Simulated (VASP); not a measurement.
# P (P1) in VASP: single point with PBE

Aim: the single point of P with PBE.

Program: VASP 6.6.1. These are calculated values, not measurements. Logs are shortened: lines on timing, memory, paths and dates and some standing lists are left out, and cuts for length are marked.

### 1 The cell of the first run

The typed cell holds 4 atoms: a = 2.967 Å, b = 2.967 Å, c = 9.607 Å, α = 90.00°, β = 90.00°, γ = 60.00°.

### 2 Single point, PBE

Input file INCAR:

```
PREC = Accurate
ENCUT = 520
EDIFF = 1E-6
ISMEAR = 1
SIGMA = 0.15
LREAL = False
LASPH = True
NELM = 100
ALGO = Normal
ISIF = 2
LWAVE = False
LCHARG = False
GGA = PE
NBANDS = 18
```

Input file KPOINTS:

```
Automatic mesh
0
Gamma
  6 6 2
```

Input file POSCAR:

```
P
1.0
    1.4833940000      2.5693140000      0.0000000000
   -1.4833940000      2.5693140000      0.0000000000
    0.0000000000      0.0000000000      9.6074800000
P
4
Direct
    0.0332085871     -0.0076328886      0.0005427021
   -0.0276416573      0.0135051991      0.4902195997
    0.3290037098      0.3340900187      0.7505127255
    0.6563157540      0.6676586609      0.2580859913
```

Potentials or basis: VASP PAW PBE potentials, release 64 (P).

On the command line:

```
> cat potpaw_PBE.64/P/POTCAR > POTCAR
> mpirun -np 1 vasp_std > vasp.out
```

OUTCAR:

```text
PREC = Accurate
   ENCUT = 520
   EDIFF = 1E-6
   ISMEAR = 1
   LREAL = False
   LASPH = True
   NELM = 100
   ISIF = 2
   GGA = PE

 ion  position               nearest neighbor table
   1  0.033  0.992  0.001-   3 2.91   3 2.94   4 2.95
   2  0.972  0.014  0.490-   4 2.79   4 2.80   4 2.84
   3  0.329  0.334  0.751-   1 2.91   1 2.94
   4  0.656  0.668  0.258-   2 2.79   2 2.80   2 2.84   1 2.95

  LATTYP: Found a hexagonal cell.
 ALAT       =     2.9667881943
 C/A-ratio  =     3.2383437478

  Lattice vectors:

 A1 = (   1.4833940000,  -2.5693140000,   0.0000000000)
 A2 = (   1.4833940000,   2.5693140000,   0.0000000000)
 A3 = (   0.0000000000,   0.0000000000,   9.6074800000)

Analysis of symmetry for initial positions (statically):
=====================================================================
 Subroutine PRICEL returns:
 Original cell was already a primitive cell.

 Routine SETGRP: Setting up the symmetry group for a
 hexagonal supercell.

 Subroutine GETGRP returns: Found  1 space group operations
 (whereof  1 operations were pure point group operations)
 out of a pool of 24 trial point group operations.

The static configuration has the point symmetry C_1 .

Analysis of symmetry for dynamics (positions and initial velocities):
=====================================================================
 Subroutine PRICEL returns:
 Original cell was already a primitive cell.

 Routine SETGRP: Setting up the symmetry group for a
 hexagonal supercell.

 Subroutine GETGRP returns: Found  1 space group operations
 (whereof  1 operations were pure point group operations)
 out of a pool of 24 trial point group operations.

The dynamic configuration has the point symmetry C_1 .

 Subroutine INISYM returns: Found  1 space group operations
 (whereof  1 operations are pure point group operations),
 and found     1 'primitive' translations

----------------------------------------------------------------------------------------

                                     Primitive cell

  volume of cell :      73.2341

  direct lattice vectors                    reciprocal lattice vectors
     1.483394000  2.569314000  0.000000000     0.337064866  0.194604474  0.000000000
    -1.483394000  2.569314000  0.000000000    -0.337064866  0.194604474  0.000000000
     0.000000000  0.000000000  9.607480000     0.000000000  0.000000000  0.104085567

  length of vectors
     2.966788194  2.966788194  9.607480000     0.389208974  0.389208974  0.104085567

  position of ions in fractional coordinates (direct lattice)
     0.033208587  0.992367111  0.000542702
     0.972358343  0.013505199  0.490219600
     0.329003710  0.334090019  0.750512726
     0.656315754  0.667658661  0.258085991

  ion indices of the primitive-cell ions
   primitive index   ion index
                 1           1
                 2           2
                 3           3
                 4           4

----------------------------------------------------------------------------------------

 KPOINTS: Automatic mesh

Automatic generation of k-mesh.
 Grid dimensions read from file:
 generate k-points for:    6    6    2

 Generating k-lattice:

  Cartesian coordinates                     Fractional coordinates (reciprocal lattice)
     0.056177478  0.032434079  0.000000000     0.166666667 -0.000000000  0.000000000
    -0.056177478  0.032434079  0.000000000    -0.000000000  0.166666667  0.000000000
     0.000000000  0.000000000  0.052042783     0.000000000  0.000000000  0.500000000

  Length of vectors
     0.064868162  0.064868162  0.052042783

  Shift w.r.t. Gamma in fractional coordinates (k-lattice)
     0.000000000  0.000000000  0.000000000

 Subroutine IBZKPT returns following result:
 ===========================================

 Found     40 irreducible k-points:

 Following reciprocal coordinates:
            Coordinates               Weight
  0.000000  0.000000  0.000000      1.000000
  0.166667  0.000000  0.000000      2.000000
  0.166667  0.166667  0.000000      2.000000
  0.000000  0.166667  0.000000      2.000000
  0.333333  0.000000  0.000000      2.000000
  0.333333  0.333333  0.000000      2.000000
[... 16 lines left out ...]
  0.166667  0.166667  0.500000      2.000000
  0.000000  0.166667  0.500000      2.000000
 [... further k-points ...]
   k-points           NKPTS =     40   k-points in BZ     NKDIM =     40   number of bands    NBANDS=     18
   number of dos      NEDOS =    301   number of ions     NIONS =      4
   total plane-waves  NPLWV =  41472
   dimension x,y,z NGX =    24 NGY =   24 NGZ =   72
   dimension x,y,z NGXF=    48 NGYF=   48 NGZF=  144
   ions per type =               4
   NGX,Y,Z   is equivalent  to a cutoff of  13.45, 13.45, 12.46 a.u.
   NGXF,Y,Z  is equivalent  to a cutoff of  26.90, 26.90, 24.92 a.u.
 SYSTEM =  unknown system
   PREC   = accura    normal or accurate (medium, high low for compatibility)
   ISTART =      0    job   : 0-new  1-cont  2-samecut
   ICHARG =      2    charge: 1-file 2-atom 10-const
   ISPIN  =      1    spin polarized calculation?
   LNONCOLLINEAR =      F non collinear calculations
   LSORBIT =      F    spin-orbit coupling
   LASPH  =      T    aspherical Exc in radial PAW
   ENCUT  =  520.0 eV  38.22 Ry    6.18 a.u.   5.52  5.52 17.86*2*pi/ulx,y,z
   NELM   =    100;   NELMIN=  2; NELMDL= -5     # of ELM steps
   EDIFF  = 0.1E-05   stopping-criterion for ELM
   LREAL  =      F    real-space projection
   EDIFFG = 0.1E-04   stopping-criterion for IOM
   NSW    =      0    number of steps for IOM
   IBRION =     -1    ionic relax: 0-MD 1-quasi-New 2-CG
   NFREE  =      0    steps in history (QN), initial steepest desc. (CG)
   ISIF   =      2    stress and relaxation
   ISYM   =      2    0-nonsym 1-usesym 2-fastsym
   POTIM  = 0.5000    time-step for ionic-motion
   TEBEG  =    0.0;   TEEND  =   0.0 temperature during run
   PSTRESS=    0.0 pullay stress
   NELECT =      20.0000    total number of electrons
   NUPDOWN=      -1.0000    fix difference up-down
   EMIN   =  10.00;   EMAX   =-10.00  energy-range for DOS
   EFERMI =   0.00;   METHOD = LEGACY
   ISMEAR =     1;   SIGMA  =   0.15  broadening in eV -4-tet -1-fermi 0-gaus
   EFERMI_NEDOS =   21; number of points for ismear=-14 and -15
   IALGO  =     38    algorithm
   IMIX   =      4    mixing-type and parameters
     AMIX     =   0.40;   BMIX     =  1.00
     AMIX_MAG =   1.60;   BMIX_MAG =  1.00
  volume/ion in A,a.u.               =      18.31       123.55
  Fermi-wavevector in a.u.,A,eV,Ry     =   1.062137  2.007147 15.349201  1.128134
  Thomas-Fermi vector in A             =   2.197577
   LORBIT       =      0    0 simple, 1 ext, 2 COOP (PROOUT), +10 PAW based schemes
   GGA     = PE    functional components
   LHFCALC =     F    Hartree Fock is set to
   AEXX    =    0.0000 exact exchange contribution
   IVDW    =     0    specifies the selected vdW correction
   LEPSILON=     F    determine dielectric tensor
   LRPA    =     F    only Hartree local field effects (RPA)
 non-spin polarized calculation
 Methfessel and Paxton  Order N= 1 SIGMA  =   0.15
  energy-cutoff  :      520.00
  volume of cell :       73.23
 maximum number of plane-waves:      2004
 NGX is ok and might be reduce to    24
   NGX = 11   NGY = 11   NGZ = 35

 number of electron      19.9999999 magnetization

 Free energy of the ion-electron system (eV)
  ---------------------------------------------------
  ext. energy  EPLUGINS =         0.00000000
  ---------------------------------------------------
  free energy    TOTEN  =       -17.60299207 eV

  energy without entropy =      -17.60427348  energy(sigma->0) =      -17.60341921

 E-fermi :   6.5408     XC(G=0): -10.4757

 val. band max:        6.5405555399   @ k =   0.1667   0.3333   0.0000
 cond. band min:       6.5653910723   @ k =   0.0000   0.5000   0.5000
 fundamental gap:      0.0248355324
 Fermi energy:         6.5408488013

 k-point     1 :       0.0000    0.0000    0.0000
  band No.  band energies     occupation
      1      -7.4838      2.00000
      2      -6.2204      2.00000
      3      -5.6915      2.00000
      4      -2.9535      2.00000
      5       0.5184      2.00000
      6       5.7460      2.00000
[... 10 lines left out ...]
     17      15.6111      0.00000
     18      16.3545      0.00000

 k-point     2 :       0.1667    0.0000    0.0000
  band No.  band energies     occupation
      1      -6.9223      2.00000
      2      -5.6724      2.00000
      3      -5.1441      2.00000
      4      -2.4658      2.00000
      5       1.0581      2.00000
      6       5.9861      2.00000
[... 10 lines left out ...]
     17      14.6107      0.00000
     18      15.3680      0.00000

 k-point     3 :       0.1667    0.1667    0.0000
  band No.  band energies     occupation
      1      -6.9222      2.00000
      2      -5.6687      2.00000
      3      -5.1479      2.00000
      4      -2.4655      2.00000
      5       1.0574      2.00000
      6       6.0117      2.00001
[... 10 lines left out ...]
     17      14.6039      0.00000
     18      15.3541      0.00000

 k-point     4 :       0.0000    0.1667    0.0000
  band No.  band energies     occupation
      1      -6.9217      2.00000
      2      -5.6693      2.00000
      3      -5.1471      2.00000
      4      -2.4659      2.00000
      5       1.0581      2.00000
      6       6.0036      2.00001
[... 375 lines left out ...]
      4      -3.6337      2.00000
      5       2.8511      2.00000
      6       3.0522      2.00000
[... 10 lines left out ...]
     17      14.5719      0.00000
     18      14.8822      0.00000

 k-point    23 :       0.1667    0.1667    0.5000
  band No.  band energies     occupation
      1      -6.7313      2.00000
      2      -6.3225      2.00000
      3      -3.8693      2.00000
      4      -3.6332      2.00000
      5       2.8488      2.00000
      6       3.0557      2.00000
[... 10 lines left out ...]
     17      14.5778      0.00000
     18      14.8826      0.00000

 k-point    24 :       0.0000    0.1667    0.5000
  band No.  band energies     occupation
      1      -6.7305      2.00000
      2      -6.3229      2.00000
      3      -3.8686      2.00000
      4      -3.6338      2.00000
      5       2.8504      2.00000
      6       3.0535      2.00000
[... 10 lines left out ...]
     17      14.5853      0.00000
     18      14.9039      0.00000

 [... further k-points ...]

------------------------ aborting loop because EDIFF is reached ----------------------------------------

  FORCE on cell =-STRESS in cart. coord.  units (eV):
  Direction    XX          YY          ZZ          XY          YZ          ZX
  --------------------------------------------------------------------------------------
  -------------------------------------------------------------------------------------
  Total       -7.0252627     -7.1694758     -4.0840471      0.0664446      0.0899153      0.0280142
  in kB     -153.6950790   -156.8501003    -89.3486796      1.4536414      1.9671196      0.6128807
  external PRESSURE =    -133.2979530 kB  Pullay stress =       0.0000000 kB

 VOLUME and BASIS-vectors are now :
 -----------------------------------------------------------------------------
  energy-cutoff  :      520.00
  volume of cell :       73.23
      direct lattice vectors                 reciprocal lattice vectors
     1.483394000  2.569314000  0.000000000     0.337064866  0.194604474  0.000000000
    -1.483394000  2.569314000  0.000000000    -0.337064866  0.194604474  0.000000000
     0.000000000  0.000000000  9.607480000     0.000000000  0.000000000  0.104085567

 POSITION                                       TOTAL-FORCE (eV/Angst)
 -----------------------------------------------------------------------------------
     -1.42281      2.63503      0.00521         0.056774      0.077387     -0.324191
      1.42236      2.53299      4.70977        -0.020085      0.011040     -0.314910
     -0.00755      1.70370      7.21054        -0.034861     -0.070350      0.365162
     -0.01683      3.40171      2.47956        -0.001829     -0.018078      0.273940
 -----------------------------------------------------------------------------------
    total drift:                                0.000038      0.000016      0.000116

  FREE ENERGIE OF THE ION-ELECTRON SYSTEM (eV)
  ---------------------------------------------------
  free  energy   TOTEN  =       -17.6029920744 eV

  energy  without entropy=      -17.6042734764  energy(sigma->0) =      -17.60341921
```

It took 31 s on 1 thread of Intel Xeon Platinum 8259CL at 2.50GHz (Skylake/Cascade Lake), shared host; peak memory 0.19 GiB.

Results:

- Free energy: -17.6030 eV
- Pressure: -13.3 GPa
- Largest force: 0.374 eV/Å
- Band gap on the k mesh: zero (band 10 reaches 10.54 eV, above the bottom of band 11 at 4.09 eV)

Forces in eV/Å, atoms in the order of the input:
```
P    0.057  0.077 -0.324
P   -0.020  0.011 -0.315
P   -0.035 -0.070  0.365
P   -0.002 -0.018  0.274
```

Caveat: the k points lie up to 0.41 Å⁻¹ apart.
